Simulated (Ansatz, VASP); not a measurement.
One calculation of BaTiO3, two programs

Contents of POSCAR:

```
BaTiO3
1.0
    3.9771739100      0.0000000000      0.0000000000
    0.0000000000      3.9771739100      0.0000000000
    0.0000000000      0.0000000000      7.9905419100
Ba Ti O
2 2 6
Direct
    0.0000000000      0.0000000000      0.0000000000
    0.0000000000      0.0000000000      0.5000000000
    0.5000000000      0.5000000000      0.2410000000
    0.5000000000      0.5000000000      0.7410000000
    0.5000000000      0.5000000000      0.0080000000
    0.5000000000      0.5000000000      0.5080000000
    0.5000000000      0.0000000000      0.2575000000
    0.5000000000      0.0000000000      0.7575000000
    0.0000000000      0.5000000000      0.2575000000
    0.0000000000      0.5000000000      0.7575000000
```

The input INCAR.step1:

```
  PREC = Accurate
  ENCUT = 520
  ISMEAR = -1
  SIGMA = 0.1
  LREAL = False
  LASPH = True
  NELM = 150
  ISPIN = 2
  MAGMOM = 0 0 0 0 0 0 0 0 0 0
  LMAXMIX = 4
  NBANDS = 55
  GGA = PE
  ALGO = Normal
  EDIFF = 1E-4
  LWAVE = True
  LCHARG = False
```

The input INCAR.step2:

```
  PREC = Accurate
  ENCUT = 520
  EDIFF = 1E-6
  ISMEAR = -1
  SIGMA = 0.1
  LREAL = False
  LASPH = True
  NELM = 150
  ALGO = Normal
  ISIF = 2
  LWAVE = False
  LCHARG = False
  ISPIN = 2
  MAGMOM = 0 0 0 0 0 0 0 0 0 0
  LORBIT = 11
  LMAXMIX = 4
  METAGGA = R2SCAN
  LMIXTAU = True
  NBANDS = 55
  ISTART = 1
```

The input KPOINTS:

```
regular mesh
0
Gamma
  6 6 3
```

Input for Ansatz:

```yaml
crystal:
  lattice:
    - [3.97717391, 0.0, 0.0]
    - [0.0, 3.97717391, 0.0]
    - [0.0, 0.0, 7.99054191]
  atoms:
    - { symbol: Ba, position: [0.0, 0.0, 0.0] }
    - { symbol: Ba, position: [0.0, 0.0, 0.5] }
    - { symbol: Ti, position: [0.5, 0.5, 0.241] }
    - { symbol: Ti, position: [0.5, 0.5, 0.741] }
    - { symbol: O, position: [0.5, 0.5, 0.008] }
    - { symbol: O, position: [0.5, 0.5, 0.508] }
    - { symbol: O, position: [0.5, 0.0, 0.2575] }
    - { symbol: O, position: [0.5, 0.0, 0.7575] }
    - { symbol: O, position: [0.0, 0.5, 0.2575] }
    - { symbol: O, position: [0.0, 0.5, 0.7575] }
kpoints:
  mp_grid: { grid: [6, 6, 3], shift: [0, 0, 0] }
  band_path:
    path:
      - [0.0, 0.0, 0.0]
      - [0.0, 0.5, 0.0]
      - [0.5, 0.5, 0.0]
      - [0.0, 0.0, 0.0]
      - [0.0, 0.0, 1.0]
      - [0.0, 0.5, 1.0]
      - [0.5, 0.5, 1.0]
      - [0.0, 0.0, 1.0]
      - [0.0, 0.5, 0.0]
      - [0.0, 0.5, 1.0]
      - [0.5, 0.5, 0.0]
    npoints: 6
magnetization:
  spin_polarized: true
scf:
  occupations: { method: fermi_dirac }
  lower_state_search: "off"
  max_iter: 200
hamiltonian:
  pseudopotentials: { kind: paw }
  xc: r2scan
basis:
  ecutwfc: 500
  fft_grid_basis: typed
output:
  forces: true
  stress: true
  eigenvalues: true
  bader: true
  populations: true
  elf: true
  write_potential: true
  volumetric_format: npy
  dos:
    e_range: [-12, 8]
    de: 0.05
    projected: { site_lists: { Ba: [Ba], O: [O], Ti: [Ti] } }
checkpoint:
  read: saved_state
```

Alike in both runs: task single point; functional r2SCAN; k mesh 6 × 6 × 3; collinear spin.

|  | VASP | Ansatz |
| --- | --- | --- |
| version | VASP 6.6.1 | Ansatz 0.2.0 |
| potentials or method | VASP PAW PBE potentials, release 64 (Ba_sv, Ti_sv, O), cutoff 520 eV | PAW plane waves |
| occupations | fermi-dirac, width 0.1 eV | fermi-dirac |
| valence electrons in the cell | 80 | 80 |

VASP gave:

| Item | Value |
| --- | --- |
| pressure (GPa) | 5.1 |
| traceless stress, the component that is largest in VASP (GPa) | 1.16 |
| rms of the force components (eV/Å) | 0.107 |

Question: Estimate Ansatz's values.

Answer: Pressure (GPa): 2.6; traceless stress, the component that is largest in VASP (GPa): 1.06; rms of the force components (eV/Å): 0.112.

VASP's potentials were made for PBE, not for r2SCAN. Atom by atom the forces differ by 0.042 eV/Å (rms over components). Ansatz's warnings: no starting moments.

Spin-orbit coupling is off throughout.
